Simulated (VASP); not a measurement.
Set up this calculation in VASP 6.6.1, as the native input.

- Task: single point
- Functional: PBE
- Dispersion: D3(BJ)
- Potentials or basis: VASP PAW PBE potentials, release 64 (C, H)
- Cutoff: 520 eV
- k mesh: 4 × 2 × 1
- Occupations: gaussian, width 0.05 eV
- Spin: no spin polarisation
- Dipole correction: no
- Further INCAR settings: LREAL = Auto; ALGO = Normal; EDIFF = 1e-07; NBANDS = 128

The structure of HC24 lies in POSCAR:

```
HC24
1.0
    7.3920000000      0.0000000000      0.0000000000
    0.0000000000     15.3639834835      0.0000000000
    0.0000000000      0.0000000000     22.0000000000
C H
48 2
Direct
    0.0000000000      0.0000000000      0.4545454545
    0.1656974604      0.0382185316      0.4727603884
    0.1637635892      0.1149372049      0.5088387196
    0.0003054356      0.1531657480      0.5251414251
   -0.0041457143      0.2349766319      0.5633931015
    0.1697767740      0.2903945377      0.5633623075
    0.1653186847      0.3721318883      0.5250398517
    0.0018616348      0.4103372438      0.5087179870
   -0.0000668657      0.4870173096      0.4725989630
    0.1656289157      0.5252289556      0.4543703398
    0.1656209095      0.6063201291      0.4232066838
   -0.0002385419      0.6489838170      0.4114857210
   -0.0003734199      0.7396139596      0.3987550550
    0.1660038719      0.7856837013      0.3987755749
    0.1658682783      0.8762959503      0.4115820418
    0.0000083548      0.9189512015      0.4233266211
    0.3329519391     -0.0007531551      0.4554903888
    0.5000683798      0.0367007469      0.4740842718
    0.5006312768      0.1129607091      0.5106054867
    0.3334673327      0.1547581265      0.5260724092
    0.3359906640      0.2391406532      0.5480526414
    0.5004192734      0.2855552472      0.5462208926
    0.4995365883      0.3738708855      0.5271834758
    0.3306288874      0.4116400780      0.5091223194
    0.3318711538      0.4874565957      0.4727176807
    0.4995930576      0.5260772209      0.4554681801
    0.4995127858      0.6064711722      0.4238022272
    0.3326486817      0.6492622387      0.4116738607
    0.3326992581      0.7395112545      0.3989920726
    0.4998000660      0.7856579570      0.3989732855
    0.4997368335      0.8762129078      0.4119639415
    0.3330226888      0.9191225805      0.4239824401
    0.6660379845     -0.0008414209      0.4556257713
    0.8337552938      0.0377743472      0.4728840105
    0.8349970463      0.1136222217      0.5092599506
    0.6660870958      0.1514230324      0.5272958354
    0.6652125383      0.2397885202      0.5462455405
    0.8296465346      0.2862064813      0.5480311338
    0.8321630596      0.3705403904      0.5259771886
    0.6650004017      0.4123026963      0.5104692079
    0.6655631524      0.4885389285      0.4739265150
    0.8326771211      0.5259842856      0.4553256756
    0.8326065376      0.6061320933      0.4238503326
    0.6658928942      0.6490632403      0.4118683677
    0.6658301758      0.7396377569      0.3989527439
    0.8329306622      0.7857858487      0.3990149552
    0.8329819976      0.8760207866      0.4117664255
    0.6661177013      0.9187868715      0.4239304576
   -0.0225894029      0.2119599544      0.6106874619
    0.1882242325      0.3135164766      0.6106319769
```

The input as run:

INCAR

```
PREC = Accurate
ENCUT = 520
EDIFF = 1E-7
ISMEAR = 0
SIGMA = 0.05
LREAL = Auto
LASPH = T
NELM = 80
ALGO = Normal
ISIF = 2
LWAVE = F
LCHARG = T
GGA = PE
IVDW = 12
LELF = T
LVHAR = T
NBANDS = 128
LUSENCCL = F
```

KPOINTS

```
regular mesh
0
Gamma
  4 2 1
```

Potentials or basis: VASP PAW PBE potentials, release 64 (C, H).

The run is started by

```bash
$ cat potpaw_PBE.64/C/POTCAR potpaw_PBE.64/H/POTCAR > POTCAR
$ mpirun -np 1 vasp_std > vasp.out
```

Results of the run:

```
Largest force              : 0.024 eV/Å
Band gap on the k mesh     : 0.19 eV
Dispersion energy per atom : -0.088 eV
```

Caveat: there is no dipole correction, which matters where the two faces differ.

Wall time 3.6 min on 1 × NVIDIA H100 80GB with 1 thread of AMD EPYC 7R13 Processor (Zen 3), with other jobs on the host, peak memory 3 GiB.
